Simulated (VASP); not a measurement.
Crystal: Rb3Pt.

```
Rb Pt
1.0
     5.49879    0.00000    0.00000
     0.00000    5.49879    0.00000
     0.00000    0.00000    5.49879
Rb Pt
3 1
Direct
  0.00000 0.00000 0.50000
  0.00000 0.50000 0.00000
  0.50000 0.00000 0.00000
  0.50000 0.50000 0.50000
```

Base run:

```yaml
Program: VASP 6.6.1
Functional: PBE
Potentials_or_basis: VASP PAW PBE potentials, release 64 (Rb_sv, Pt)
Cutoff: 500 eV
k_mesh: 4 × 4 × 4
Occupations: gaussian, width 0.1 eV
Spin: no spin polarisation
```

Its results: pressure -0.1 GPa.

The run is repeated on the same cell with these changes: k mesh from 4 × 4 × 4 to 1 × 1 × 1. What comes out?

Pressure -4.5 GPa.

Caveats: some runs use coarse meshes.
